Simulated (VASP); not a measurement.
# Sn (Fddd) in VASP: single point with r2SCAN

Aim: the single point of Sn with r2SCAN.

Everything below comes from runs of VASP 6.6.1. Logs are shortened: lines on timing, memory, paths and dates and some standing lists are left out, and cuts for length are marked.

### Step 1. The cell of the first run

The structure is orthorhombic, space group Fddd (No. 70). The conventional cell has a = 5.842 Å, b = 6.491 Å, c = 7.140 Å, α = 90.00°, β = 90.00°, γ = 90.00°. Within 3.7 Å of Sn (site symmetry 222) lie 4 Sn at 2.82 Å.

### Step 2. Single point, r2SCAN (strain -0.1000 x Voigt [1, -1, 0, 0, 0, 0])

Contents of POSCAR:

```
Sn
1.0
    0.0000000000      3.5701600000      3.2456000000
    2.9210400000      0.0000000000      3.2456000000
    2.9210400000      3.5701600000      0.0000000000
Sn
2
Direct
    0.5000000000      0.5000000000      0.5000000000
    0.7500000000      0.7500000000      0.7500000000
```

Contents of INCAR.step1:

```
SYSTEM = Sn
  ALGO = Normal
  EDIFF = 1E-4
  ENCUT = 520
  GGA = PE
  ISMEAR = 0
  LASPH = .True.
  LCHARG = .False.
  LREAL = .False.
  LWAVE = .True.
  NBANDS = 21
  NELM = 80
  PREC = Accurate
  SIGMA = 0.15
```

Contents of INCAR.step2:

```
SYSTEM = Sn
  ALGO = Normal
  EDIFF = 1E-6
  ENCUT = 520
  ISIF = 2
  ISMEAR = 0
  ISTART = 1
  LASPH = .True.
  LCHARG = .True.
  LELF = .True.
  LMIXTAU = .True.
  LREAL = .False.
  LVHAR = .True.
  LWAVE = .False.
  METAGGA = R2SCAN
  NBANDS = 21
  NELM = 80
  PREC = Accurate
  SIGMA = 0.15
```

Contents of KPOINTS:

```
k-points
0
Gamma
  12 12 12
  0 0 0
```

Potentials or basis: VASP PAW PBE potentials, release 64 (Sn_d).

Command:

```console
cat potpaw_PBE.64/Sn_d/POTCAR > POTCAR
cp INCAR.step1 INCAR
mpirun -np 1 vasp_std > vasp.out
cp INCAR.step2 INCAR
mpirun -np 1 vasp_std > vasp.out
```

OUTCAR:

```text
SYSTEM = Sn
   EDIFF = 1E-6
   ENCUT = 520
   ISIF = 2
   ISMEAR = 0
   ISTART = 1
   LASPH = .True.
   LREAL = .False.
   METAGGA = R2SCAN
   NELM = 80
   PREC = Accurate

 ion  position               nearest neighbor table
   1  0.500  0.500  0.500-   2 2.82   2 2.82   2 2.82   2 2.82
   2  0.750  0.750  0.750-   1 2.82   1 2.82   1 2.82   1 2.82

  LATTYP: Found a face centered orthorhombic cell.
 ALAT       =     5.8420800000
 B/A-ratio  =     1.1111111111
 C/A-ratio  =     1.2222222222

  Lattice vectors:

 A1 = (   0.0000000000,   3.5701600000,  -3.2456000000)
 A2 = (   2.9210400000,   3.5701600000,   0.0000000000)
 A3 = (   2.9210400000,   0.0000000000,  -3.2456000000)

Analysis of symmetry for initial positions (statically):
=====================================================================
 Subroutine PRICEL returns:
 Original cell was already a primitive cell.

 Routine SETGRP: Setting up the symmetry group for a
 face centered orthorhombic supercell.

 Subroutine GETGRP returns: Found  8 space group operations
 (whereof  4 operations were pure point group operations)
 out of a pool of  8 trial point group operations.

The static configuration has the point symmetry D_2 .
 The point group associated with its full space group is D_2h.

Analysis of symmetry for dynamics (positions and initial velocities):
=====================================================================
 Subroutine PRICEL returns:
 Original cell was already a primitive cell.

 Routine SETGRP: Setting up the symmetry group for a
 face centered orthorhombic supercell.

 Subroutine GETGRP returns: Found  8 space group operations
 (whereof  4 operations were pure point group operations)
 out of a pool of  8 trial point group operations.

The dynamic configuration has the point symmetry D_2 .
 The point group associated with its full space group is D_2h.

 Subroutine INISYM returns: Found  8 space group operations
 (whereof  4 operations are pure point group operations),
 and found     1 'primitive' translations

----------------------------------------------------------------------------------------

                                     Primitive cell

  volume of cell :      67.6940

  direct lattice vectors                    reciprocal lattice vectors
     0.000000000  3.570160000  3.245600000    -0.171171911  0.140049746  0.154054720
     2.921040000  0.000000000  3.245600000     0.171171911 -0.140049746  0.154054720
     2.921040000  3.570160000  0.000000000     0.171171911  0.140049746 -0.154054720

  length of vectors
     4.824931273  4.366508221  4.612864306     0.269530353  0.269530353  0.269530353

  position of ions in fractional coordinates (direct lattice)
     0.500000000  0.500000000  0.500000000
     0.750000000  0.750000000  0.750000000

  ion indices of the primitive-cell ions
   primitive index   ion index
                 1           1
                 2           2

----------------------------------------------------------------------------------------

 KPOINTS: k-points

Automatic generation of k-mesh.
 Grid dimensions read from file:
 generate k-points for:   12   12   12

 Generating k-lattice:

  Cartesian coordinates                     Fractional coordinates (reciprocal lattice)
    -0.014264326  0.011670812  0.012837893     0.083333333  0.000000000  0.000000000
     0.014264326 -0.011670812  0.012837893     0.000000000  0.083333333  0.000000000
     0.014264326  0.011670812 -0.012837893     0.000000000  0.000000000  0.083333333

  Length of vectors
     0.022460863  0.022460863  0.022460863

  Shift w.r.t. Gamma in fractional coordinates (k-lattice)
     0.000000000  0.000000000  0.000000000

 Subroutine IBZKPT returns following result:
 ===========================================

 Found    280 irreducible k-points:

 Following reciprocal coordinates:
            Coordinates               Weight
  0.000000  0.000000  0.000000      1.000000
  0.083333 -0.000000 -0.000000      8.000000
  0.166667  0.000000  0.000000      8.000000
  0.250000 -0.000000  0.000000      8.000000
  0.333333  0.000000  0.000000      8.000000
  0.416667 -0.000000 -0.000000      8.000000
[... 16 lines left out ...]
  0.500000  0.166667  0.000000      8.000000
 -0.416667  0.166667  0.000000      8.000000
 [... further k-points ...]
   k-points           NKPTS =    280   k-points in BZ     NKDIM =    280   number of bands    NBANDS=     21
   number of dos      NEDOS =    301   number of ions     NIONS =      2
   total plane-waves  NPLWV =  41472
   dimension x,y,z NGX =    36 NGY =   32 NGZ =   36
   dimension x,y,z NGXF=    72 NGYF=   64 NGZF=   72
   ions per type =               2
   NGX,Y,Z   is equivalent  to a cutoff of  12.40, 12.18, 12.97 a.u.
   NGXF,Y,Z  is equivalent  to a cutoff of  24.81, 24.37, 25.95 a.u.
 SYSTEM =  Sn
   PREC   = accura    normal or accurate (medium, high low for compatibility)
   ISTART =      1    job   : 0-new  1-cont  2-samecut
   ICHARG =      0    charge: 1-file 2-atom 10-const
   ISPIN  =      1    spin polarized calculation?
   LNONCOLLINEAR =      F non collinear calculations
   LSORBIT =      F    spin-orbit coupling
   LASPH  =      T    aspherical Exc in radial PAW
   ENCUT  =  520.0 eV  38.22 Ry    6.18 a.u.   8.97  8.12  8.58*2*pi/ulx,y,z
   NELM   =     80;   NELMIN=  2; NELMDL=  0     # of ELM steps
   EDIFF  = 0.1E-05   stopping-criterion for ELM
   LREAL  =      F    real-space projection
   EDIFFG = 0.1E-04   stopping-criterion for IOM
   NSW    =      0    number of steps for IOM
   IBRION =     -1    ionic relax: 0-MD 1-quasi-New 2-CG
   NFREE  =      0    steps in history (QN), initial steepest desc. (CG)
   ISIF   =      2    stress and relaxation
   ISYM   =      2    0-nonsym 1-usesym 2-fastsym
   POTIM  = 0.5000    time-step for ionic-motion
   TEBEG  =    0.0;   TEEND  =   0.0 temperature during run
   PSTRESS=    0.0 pullay stress
   NELECT =      28.0000    total number of electrons
   NUPDOWN=      -1.0000    fix difference up-down
   EMIN   =  10.00;   EMAX   =-10.00  energy-range for DOS
   EFERMI =   0.00;   METHOD = LEGACY
   ISMEAR =     0;   SIGMA  =   0.15  broadening in eV -4-tet -1-fermi 0-gaus
   EFERMI_NEDOS =   21; number of points for ismear=-14 and -15
   IALGO  =     38    algorithm
   IMIX   =      4    mixing-type and parameters
     AMIX     =   0.40;   BMIX     =  1.00
     AMIX_MAG =   1.60;   BMIX_MAG =  1.00
  volume/ion in A,a.u.               =      33.85       228.41
  Fermi-wavevector in a.u.,A,eV,Ry     =   1.219769  2.305028 20.243230  1.487835
  Thomas-Fermi vector in A             =   2.355009
   LORBIT       =      0    0 simple, 1 ext, 2 COOP (PROOUT), +10 PAW based schemes
   METAGGA = R2SCAN    functional components
   LHFCALC =     F    Hartree Fock is set to
   AEXX    =    0.0000 exact exchange contribution
   IVDW    =     0    specifies the selected vdW correction
   LEPSILON=     F    determine dielectric tensor
   LRPA    =     F    only Hartree local field effects (RPA)
 non-spin polarized calculation
 Gauss-broadening in eV      SIGMA  =   0.15
  energy-cutoff  :      520.00
  volume of cell :       67.69
 maximum number of plane-waves:      1846
   NGX = 17   NGY = 17   NGZ = 17

 number of electron      28.0000002 magnetization

 Free energy of the ion-electron system (eV)
  ---------------------------------------------------
  ext. energy  EPLUGINS =         0.00000000
  ---------------------------------------------------
  free energy    TOTEN  =       -49.33077551 eV

  energy without entropy =      -49.32863107  energy(sigma->0) =      -49.32970329

 E-fermi :   5.7495     XC(G=0):  -9.6616

 val. band max:        5.7453044185   @ k =  -0.1667  -0.0000   0.0833
 cond. band min:       5.8085644632   @ k =   0.0000   0.0000   0.0000
 fundamental gap:      0.0632600447
 Fermi energy:         5.7494737364

 k-point     1 :       0.0000    0.0000    0.0000
  band No.  band energies     occupation
      1     -16.7702      2.00000
      2     -16.7155      2.00000
      3     -16.6852      2.00000
      4     -16.6731      2.00000
      5     -16.6419      2.00000
      6     -16.4068      2.00000
[... 13 lines left out ...]
     20      12.4367      0.00000
     21      13.1196      0.00000

 k-point     2 :       0.0833   -0.0000   -0.0000
  band No.  band energies     occupation
      1     -16.7712      2.00000
      2     -16.7194      2.00000
      3     -16.6971      2.00000
      4     -16.6590      2.00000
      5     -16.6331      2.00000
      6     -16.4120      2.00000
[... 13 lines left out ...]
     20      12.2079      0.00000
     21      13.5155      0.00000

 k-point     3 :       0.1667    0.0000    0.0000
  band No.  band energies     occupation
      1     -16.7753      2.00000
      2     -16.7248      2.00000
      3     -16.7095      2.00000
      4     -16.6392      2.00000
      5     -16.6150      2.00000
      6     -16.4251      2.00000
[... 13 lines left out ...]
     20      12.4881      0.00000
     21      13.3341      0.00000

 k-point     4 :       0.2500   -0.0000    0.0000
  band No.  band energies     occupation
      1     -16.7825      2.00000
      2     -16.7257      2.00000
      3     -16.7169      2.00000
      4     -16.6213      2.00000
      5     -16.5968      2.00000
      6     -16.4398      2.00000
[... 13 lines left out ...]
     20      12.9415      0.00000
     21      13.7697      0.00000

 k-point     5 :       0.3333    0.0000    0.0000
  band No.  band energies     occupation
      1     -16.7901      2.00000
      2     -16.7233      2.00000
      3     -16.7197      2.00000
      4     -16.6086      2.00000
      5     -16.5827      2.00000
      6     -16.4516      2.00000
[... 13 lines left out ...]
     20      13.6457      0.00000
     21      14.1231      0.00000

 k-point     6 :       0.4167   -0.0000   -0.0000
  band No.  band energies     occupation
      1     -16.7954      2.00000
      2     -16.7209      2.00000
      3     -16.7196      2.00000
      4     -16.6019      2.00000
      5     -16.5744      2.00000
      6     -16.4588      2.00000
[... 13 lines left out ...]
     20      14.3112      0.00000
     21      15.2150      0.00000

 k-point     7 :       0.5000   -0.0000    0.0000
  band No.  band energies     occupation
      1     -16.7973      2.00000
      2     -16.7203      2.00000
      3     -16.7189      2.00000
      4     -16.5999      2.00000
      5     -16.5718      2.00000
      6     -16.4611      2.00000
[... 13 lines left out ...]
     20      14.2514      0.00000
     21      15.1103      0.00000
[... 291 lines left out ...]
      1     -16.7850      2.00000
      2     -16.7307      2.00000
      3     -16.7133      2.00000
      4     -16.6278      2.00000
      5     -16.5684      2.00000
      6     -16.4776      2.00000
[... 13 lines left out ...]
     20      13.3510      0.00000
     21      13.7016      0.00000

 k-point    21 :       0.3333    0.1667    0.0000
  band No.  band energies     occupation
      1     -16.7939      2.00000
      2     -16.7279      2.00000
      3     -16.7172      2.00000
      4     -16.6064      2.00000
      5     -16.5523      2.00000
      6     -16.4948      2.00000
[... 13 lines left out ...]
     20      13.8173      0.00000
     21      14.6024      0.00000

 k-point    22 :       0.4167    0.1667    0.0000
  band No.  band energies     occupation
      1     -16.8009      2.00000
      2     -16.7373      2.00000
      3     -16.7047      2.00000
      4     -16.5888      2.00000
      5     -16.5434      2.00000
      6     -16.5027      2.00000
[... 13 lines left out ...]
     20      14.0928      0.00000
     21      15.3041      0.00000

 k-point    23 :       0.5000    0.1667    0.0000
  band No.  band energies     occupation
      1     -16.8031      2.00000
      2     -16.7460      2.00000
      3     -16.6935      2.00000
      4     -16.5817      2.00000
      5     -16.5397      2.00000
      6     -16.5028      2.00000
[... 13 lines left out ...]
     20      14.3194      0.00000
     21      15.0333      0.00000

 k-point    24 :      -0.4167    0.1667    0.0000
  band No.  band energies     occupation
      1     -16.7993      2.00000
      2     -16.7530      2.00000
      3     -16.6884      2.00000
      4     -16.5865      2.00000
      5     -16.5387      2.00000
      6     -16.5005      2.00000
[... 13 lines left out ...]
     20      14.2923      0.00000
     21      15.2067      0.00000

 [... further k-points ...]

------------------------ aborting loop because EDIFF is reached ----------------------------------------

  FORCE on cell =-STRESS in cart. coord.  units (eV):
  Direction    XX          YY          ZZ          XY          YZ          ZX
  --------------------------------------------------------------------------------------
  -------------------------------------------------------------------------------------
  Total        1.9007859     -0.8476386      1.2341758      0.0000000      0.0000000      0.0000000
  in kB       44.9876813    -20.0618570     29.2103954      0.0000000      0.0000000      0.0000000
  external PRESSURE =      18.0454066 kB  Pullay stress =       0.0000000 kB

 VOLUME and BASIS-vectors are now :
 -----------------------------------------------------------------------------
  energy-cutoff  :      520.00
  volume of cell :       67.69
      direct lattice vectors                 reciprocal lattice vectors
     0.000000000  3.570160000  3.245600000    -0.171171911  0.140049746  0.154054720
     2.921040000  0.000000000  3.245600000     0.171171911 -0.140049746  0.154054720
     2.921040000  3.570160000  0.000000000     0.171171911  0.140049746 -0.154054720

 POSITION                                       TOTAL-FORCE (eV/Angst)
 -----------------------------------------------------------------------------------
      2.92104      3.57016      3.24560        -0.000000      0.000000      0.000000
      4.38156      5.35524      4.86840         0.000000      0.000000     -0.000000
 -----------------------------------------------------------------------------------
    total drift:                                0.000000      0.000000      0.000000

  FREE ENERGIE OF THE ION-ELECTRON SYSTEM (eV)
  ---------------------------------------------------
  free  energy   TOTEN  =       -49.3307755104 eV

  energy  without entropy=      -49.3286310702  energy(sigma->0) =      -49.32970329
```

It took 14 min on 1 thread of Intel Xeon 8259CL, shared host; peak memory 0.43 GiB.

Results:

```yaml
Free_energy: -49.3308 eV
Pressure: 1.8 GPa
Band_gap_on_the_k_mesh: zero (bands 14 and 15 overlap by 0.46 eV)
```

Stress tensor (GPa, compression positive):
```
 4.50  0.00  0.00
 0.00 -2.01  0.00
 0.00  0.00  2.92
```

Levels at points of the mesh, in eV from the Fermi level:
```tsv
k point	band 11	band 12	band 13	band 14	band 15	band 16	band 17	band 18
(0.00, 0.00, 0.00)	-11.21	-0.83	-0.59	0.06	0.59	1.82	2.31	2.72
(0.50, 0.00, 0.00)	-9.45	-6.67	-1.94	-0.68	-0.28	3.11	3.92	6.19
(0.50, 0.50, 0.00)	-7.90	-7.90	-2.64	-2.64	0.89	0.89	6.82	6.82
(0.50, 0.00, 0.50)	-8.30	-8.30	-2.11	-2.11	1.60	1.60	7.57	7.57
(0.00, 0.50, 0.50)	-7.53	-7.53	-3.26	-3.26	0.23	0.23	7.72	7.72
```

Caveat: the cell differs from its parent crystal (strain -0.1000 x Voigt [1, -1, 0, 0, 0, 0]); the stress differs along the axes, from -2 to 4 GPa; the PAW data sets were made with another functional, which shifts forces and pressure a little; spin-orbit coupling is left out, which moves the levels of the heavy elements.

The gap in the log of VASP goes by the Fermi energy; the results here count the filled bands.